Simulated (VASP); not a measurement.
A run of VASP 6.6.1 is set up as follows.

INCAR

```
SYSTEM = Co
PREC = Accurate ; ENCUT = 520
EDIFF = 1E-7 ; ISMEAR = 0
SIGMA = 0.1 ; LREAL = .False.
LASPH = .True. ; NELM = 150
ALGO = Fast ; ISIF = 2
LWAVE = .False. ; LCHARG = .True.
ISPIN = 2 ; MAGMOM = 1.79 1.79
LORBIT = 11 ; LMAXMIX = 4
GGA = PS ; LELF = .True.
LVHAR = .True. ; NBANDS = 20
```

The input KPOINTS:

```
Automatic mesh
0
Gamma
  21 21 10
  0 0 0
```

Contents of POSCAR:

```
Co
1.0
    2.4804726853      0.0000000000      0.0000000000
   -1.2402363427      2.1481523589      0.0000000000
    0.0000000000      0.0000000000      3.9458758662
Co
2
Direct
    0.3333333333      0.6666666667      0.2500000000
    0.6666666667      0.3333333333      0.7500000000
```

Potentials or basis: VASP PAW PBE potentials, release 64 (Co).

The run is started by

```console
$ cat potpaw_PBE.64/Co/POTCAR > POTCAR
$ mpirun -np 1 vasp_std > vasp.out
```

Q: Estimate the site moments.

A: Co +1.57 μB.

Q: Estimate the net moment.

A: 3.12 μB per cell.

Stress tensor (GPa, compression positive):
```
-5.79  0.00  0.00
 0.00 -5.79  0.00
 0.00  0.00 -1.04
```

Caveat: the cell differs from its parent crystal (biaxial strain in the a-b plane: +1.0 %, then relaxed in part); the cell stands under tension; the PAW data sets were made with another functional, which shifts forces and pressure a little.
